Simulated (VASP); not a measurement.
# TiPtF6 (R-3m) in VASP: further runs, part 2 of 2

VASP 6.6.1. Earlier steps stand in the parts before.

## Step 3: Single point, r2SCAN+rVV10

This run uses another cell than the first one, of 10.84 Å³/atom.

POSCAR

```
TiPtF6
1.0
    3.1790990091      1.8354536706      2.4761257091
   -3.1790990091      1.8354536706      2.4761257091
    0.0000000000     -3.6709073356      2.4761257132
Ti Pt F
1 1 6
Direct
    0.5000000000      0.5000000000      0.5000000000
    0.0000000000      0.0000000000      0.0000000000
    0.9252486421      0.3190340947      0.3190340947
    0.3190340947      0.9252486421      0.3190340947
    0.3190340947      0.3190340947      0.9252486421
    0.0747513579      0.6809659053      0.6809659053
    0.6809659053      0.0747513579      0.6809659053
    0.6809659053      0.6809659053      0.0747513579
```

INCAR.step1

```
SYSTEM = TiPtF6
PREC = Accurate
ENCUT = 660
ISMEAR = -1
SIGMA = 0.03
LREAL = .False.
LASPH = .True.
NELM = 120
NBANDS = 42
GGA = PE
ALGO = Normal
EDIFF = 1E-5
LWAVE = .True.
LCHARG = .False.
GGA_COMPAT = .False.
```

INCAR.step2

```
SYSTEM = TiPtF6
PREC = Accurate
ENCUT = 660
EDIFF = 1E-6
ISMEAR = -1
SIGMA = 0.03
LREAL = .False.
LASPH = .True.
NELM = 120
ALGO = Normal
ISIF = 2
LWAVE = .False.
LCHARG = .False.
METAGGA = R2SCAN
LMIXTAU = .True.
LUSE_VDW = .True.
IVDW_NL = 2
BPARAM = 11.95
CPARAM = 0.0093
NBANDS = 42
ISTART = 1
GGA_COMPAT = .False.
```

KPOINTS

```
regular mesh
0
Gamma
  6 6 6
  0 0 0
```

Potentials or basis: VASP PAW PBE potentials, release 64 (Ti_sv, Pt, F).

Command:

```sh
$ cat potpaw_PBE.64/Ti_sv/POTCAR potpaw_PBE.64/Pt/POTCAR potpaw_PBE.64/F/POTCAR > POTCAR
$ cp INCAR.step1 INCAR
$ mpirun -np 1 vasp_std > vasp.out
$ cp INCAR.step2 INCAR
$ mpirun -np 1 vasp_std > vasp.out
```

OUTCAR:

```text
SYSTEM = TiPtF6
   PREC = Accurate
   ENCUT = 660
   EDIFF = 1E-6
   ISMEAR = -1
   LREAL = .False.
   LASPH = .True.
   NELM = 120
   ISIF = 2
   METAGGA = R2SCAN
   IVDW_NL = 2
   BPARAM = 11.95
   ISTART = 1

 ion  position               nearest neighbor table
   1  0.500  0.500  0.500-   3 2.23   4 2.23   6 2.23   7 2.23   5 2.23   8 2.23
   2  0.000  0.000  0.000-   3 2.01   4 2.01   6 2.01   7 2.01   5 2.01   8 2.01
   3  0.925  0.319  0.319-   2 2.01   1 2.23
   4  0.319  0.925  0.319-   2 2.01   1 2.23
   5  0.319  0.319  0.925-   2 2.01   1 2.23
   6  0.075  0.681  0.681-   2 2.01   1 2.23
   7  0.681  0.075  0.681-   2 2.01   1 2.23
   8  0.681  0.681  0.075-   2 2.01   1 2.23

  LATTYP: Found a trigonal (rhomboedric) cell.
 ALAT       =     4.4279520338
 COS(alpha) =    -0.0309373823

  Lattice vectors:

 A1 = (   3.1790990091,   1.8354536706,   2.4761257091)
 A2 = (  -3.1790990091,   1.8354536706,   2.4761257091)
 A3 = (   0.0000000000,  -3.6709073356,   2.4761257132)

Analysis of symmetry for initial positions (statically):
=====================================================================
 Subroutine PRICEL returns:
 Original cell was already a primitive cell.

 Routine SETGRP: Setting up the symmetry group for a
 trigonal (rhombohedral) supercell.

 Subroutine GETGRP returns: Found 12 space group operations
 (whereof 12 operations were pure point group operations)
 out of a pool of 12 trial point group operations.

The static configuration has the point symmetry D_3d.

Analysis of symmetry for dynamics (positions and initial velocities):
=====================================================================
 Subroutine PRICEL returns:
 Original cell was already a primitive cell.

 Routine SETGRP: Setting up the symmetry group for a
 trigonal (rhombohedral) supercell.

 Subroutine GETGRP returns: Found 12 space group operations
 (whereof 12 operations were pure point group operations)
[... 134 lines left out ...]
     AMIX_MAG =   1.60;   BMIX_MAG =  1.00
  volume/ion in A,a.u.               =      10.84        73.13
  Fermi-wavevector in a.u.,A,eV,Ry     =   1.479600  2.796039 29.786098  2.189216
  Thomas-Fermi vector in A             =   2.593738
   LORBIT       =      0    0 simple, 1 ext, 2 COOP (PROOUT), +10 PAW based schemes
   METAGGA = R2SCAN    functional components
   LHFCALC =     F    Hartree Fock is set to
   AEXX    =    0.0000 exact exchange contribution
   IVDW_NL    =     2    kernel type
   BPARAM     =11.9500
   IVDW    =     0    specifies the selected vdW correction
   LEPSILON=     F    determine dielectric tensor
   LRPA    =     F    only Hartree local field effects (RPA)
 non-spin polarized calculation
  energy-cutoff  :      660.00
  volume of cell :       86.69
 maximum number of plane-waves:      3364
 NGX is ok and might be reduce to    40
   NGX = 19   NGY = 19   NGZ = 19

 number of electron      64.0000004 magnetization

 Free energy of the ion-electron system (eV)
  ---------------------------------------------------
  ext. energy  EPLUGINS =         0.00000000
  ---------------------------------------------------
  free energy    TOTEN  =       -96.05416568 eV

  energy without entropy =      -96.03005103  energy(sigma->0) =      -96.04210835

 E-fermi :   4.9383     XC(G=0): -11.7922

 val. band max:        4.9381482328   @ k =  -0.3333   0.3333   0.3333
 cond. band min:       4.9419390701   @ k =   0.3333   0.3333   0.1667
 fundamental gap:      0.0037908374
 Fermi energy:         4.9383354381

 k-point     1 :       0.0000    0.0000    0.0000
  band No.  band energies     occupation
      1     -56.4126      2.00000
      2     -31.6118      2.00000
      3     -31.6118      2.00000
      4     -31.4377      2.00000
      5     -21.8770      2.00000
      6     -20.6407      2.00000
[... 1069 lines left out ...]
     41      13.8916      0.00000
     42      14.2594      0.00000

 [... further k-points ...]
[... 5 lines left out ...]
  --------------------------------------------------------------------------------------
  -------------------------------------------------------------------------------------
  Total        0.3210749      0.3210749      0.6081446      0.0000000      0.0000000      0.0000000
  in kB        5.9339733      5.9339733     11.2394747      0.0000000      0.0000000      0.0000000
  external PRESSURE =       7.7024737 kB  Pullay stress =       0.0000000 kB

 VOLUME and BASIS-vectors are now :
 -----------------------------------------------------------------------------
  energy-cutoff  :      660.00
  volume of cell :       86.69
      direct lattice vectors                 reciprocal lattice vectors
     3.179099009  1.835453671  2.476125709     0.157277266  0.090804072  0.134618906
    -3.179099009  1.835453671  2.476125709    -0.157277266  0.090804072  0.134618906
     0.000000000 -3.670907336  2.476125713     0.000000000 -0.181608143  0.134618906

 POSITION                                       TOTAL-FORCE (eV/Angst)
 -----------------------------------------------------------------------------------
      0.00000      0.00000      3.71419        -0.000000      0.000000      0.000000
      0.00000      0.00000      0.00000        -0.000000      0.000000      0.000000
      1.92722      1.11268      3.87097        -0.099324     -0.057345      0.132076
     -1.92722      1.11268      3.87097         0.099324     -0.057345      0.132076
      0.00000     -2.22536      3.87097        -0.000000      0.114690      0.132076
     -1.92722     -1.11268      3.55741         0.099324      0.057345     -0.132076
      1.92722     -1.11268      3.55741        -0.099324      0.057345     -0.132076
      0.00000      2.22536      3.55741        -0.000000     -0.114690     -0.132076
 -----------------------------------------------------------------------------------
    total drift:                                0.000000      0.000000     -0.000000

  FREE ENERGIE OF THE ION-ELECTRON SYSTEM (eV)
  ---------------------------------------------------
  free  energy   TOTEN  =       -96.0541656776 eV

  energy  without entropy=      -96.0300510250  energy(sigma->0) =      -96.04210835
```

Wall time 27 min (1 thread of Intel Xeon 8259CL, shared host); peak memory 0.59 GiB.

Results:

- Free energy: -96.0542 eV
- Pressure: 0.8 GPa
- Largest force: 0.175 eV/Å
- Band gap on the k mesh: zero (bands 32 and 33 overlap by 0.56 eV)

Forces in eV/Å, atoms in the order of the input:
```
Ti   0.000  0.000  0.000
Pt   0.000  0.000  0.000
F   -0.099 -0.057  0.132
F    0.099 -0.057  0.132
F    0.000  0.115  0.132
F    0.099  0.057 -0.132
F   -0.099  0.057 -0.132
F    0.000 -0.115 -0.132
```

Levels at points of the mesh, in eV from the Fermi level:
```csv
k point,band 29,band 30,band 31,band 32,band 33,band 34,band 35,band 36
"(0.00, 0.00, 0.00)",-3.06,-2.34,-2.34,-0.42,-0.42,0.80,0.80,1.20
"(0.50, 0.00, 0.00)",-2.73,-2.41,-2.38,0.09,0.49,0.49,0.85,0.95
"(0.50, 0.50, 0.00)",-2.89,-2.58,-2.26,-0.15,-0.12,0.56,0.62,0.70
"(0.50, 0.50, 0.50)",-2.39,-2.37,-2.37,0.04,0.04,0.17,0.17,0.57
```

Caveat: the PAW data sets were made with another functional, which shifts forces and pressure a little; spin-orbit coupling is left out, which moves the levels of the heavy elements; semilocal functionals often make such compounds metallic where correlation or magnetic order opens a gap, which also shifts bond lengths.

## Step 4: Single point, r2SCAN+rVV10

This run uses another cell than the first one, of 10.84 Å³/atom.

POSCAR is that of step 3.

INCAR.step1

```
PREC     = Accurate       # precision mode
ENCUT    = 520            # plane-wave cutoff, eV
ISMEAR   = -1             # smearing method
SIGMA    = 0.03           # smearing width, eV
LREAL    = F              # projectors in reciprocal space
LASPH    = T              # aspherical terms in the spheres
NELM     = 100            # most SCF steps
NBANDS   = 42             # bands
GGA      = PE             # functional
ALGO     = Normal         # electronic algorithm
EDIFF    = 1E-4           # SCF threshold, eV
LWAVE    = T              # write WAVECAR
LCHARG   = F              # write CHGCAR
```

INCAR.step2

```
PREC     = Accurate       # precision mode
ENCUT    = 520            # plane-wave cutoff, eV
EDIFF    = 1E-7           # SCF threshold, eV
ISMEAR   = -1             # smearing method
SIGMA    = 0.03           # smearing width, eV
LREAL    = F              # projectors in reciprocal space
LASPH    = T              # aspherical terms in the spheres
NELM     = 100            # most SCF steps
ALGO     = Normal         # electronic algorithm
ISIF     = 2              # what is computed and relaxed
LWAVE    = F              # write WAVECAR
LCHARG   = T              # write CHGCAR
METAGGA  = R2SCAN         # meta-GGA
LMIXTAU  = T            
LUSE_VDW = T            
IVDW_NL  = 2            
BPARAM   = 11.95        
CPARAM   = 0.0093       
LELF     = T              # ELF
LVHAR    = T            
NBANDS   = 42             # bands
ISTART   = 1
```

KPOINTS

```
Automatic mesh
0
Gamma
  6 6 6
```

Command:

```sh
$ cat potpaw_PBE.64/Ti_sv/POTCAR potpaw_PBE.64/Pt/POTCAR potpaw_PBE.64/F/POTCAR > POTCAR
$ cp INCAR.step1 INCAR
$ mpirun -np 1 vasp_std > vasp.out
$ cp INCAR.step2 INCAR
$ mpirun -np 1 vasp_std > vasp.out
```

Wall time 15 min (1 thread of Intel Xeon 8259CL, shared host); peak memory 0.46 GiB.

Results (log left out):

```yaml
Free_energy: -96.0279 eV
Pressure: 1.0 GPa
Largest_force: 0.178 eV/Å
Band_gap_on_the_k_mesh: zero (bands 32 and 33 overlap by 0.56 eV)
```

Forces in eV/Å, atoms in the order of the input:
```
Ti   0.000  0.000  0.000
Pt   0.000  0.000  0.000
F   -0.099 -0.057  0.136
F    0.099 -0.057  0.136
F    0.000  0.114  0.136
F    0.099  0.057 -0.136
F   -0.099  0.057 -0.136
F    0.000 -0.114 -0.136
```

Stress tensor (GPa, compression positive):
```
0.86 0.00 0.00
0.00 0.86 0.00
0.00 0.00 1.39
```

Levels at points of the mesh, in eV from the Fermi level:
```
           k point  band 28  band 29  band 30  band 31  band 32  band 33  band 34  band 35  band 36  band 37
(0.00, 0.00, 0.00)    -3.06    -3.06    -2.34    -2.34    -0.42    -0.42     0.80     0.80     1.20     1.70
(0.50, 0.00, 0.00)    -3.62    -2.73    -2.41    -2.38     0.09     0.49     0.49     0.85     0.95     1.32
(0.50, 0.50, 0.00)    -3.87    -2.89    -2.58    -2.26    -0.15    -0.12     0.56     0.62     0.70     1.56
(0.50, 0.50, 0.50)    -3.28    -2.39    -2.37    -2.37     0.04     0.04     0.17     0.17     0.57     1.45
```

Caveat: the PAW data sets were made with another functional, which shifts forces and pressure a little; spin-orbit coupling is left out, which moves the levels of the heavy elements; semilocal functionals often make such compounds metallic where correlation or magnetic order opens a gap, which also shifts bond lengths.

## Step 5: Overview

```tsv
level	cell	cutoff (eV)	gap on the mesh (eV)	pressure (GPa)	largest force (eV/Å)
PBEsol	a = 4.436 Å, angles 91.8°, 8 atoms	600	none	0.2	0.08
r2SCAN+rVV10	a = 4.428 Å, angles 91.8°, 8 atoms	660	none	0.8	0.17
r2SCAN+rVV10	a = 4.428 Å, angles 91.8°, 8 atoms	520	none	1.0	0.18
```

Alike in all rows: task single point; potentials or basis VASP PAW PBE potentials, release 64 (Ti_sv, Pt, F); no spin polarisation; k mesh 6 × 6 × 6; smearing fermi-dirac 0.03 eV.

Caveats: the PAW data sets were made with another functional, which shifts forces and pressure a little; spin-orbit coupling is left out, which moves the levels of the heavy elements; semilocal functionals often make such compounds metallic where correlation or magnetic order opens a gap, which also shifts bond lengths.

Absolute energies hang on the potentials; compare differences alone.
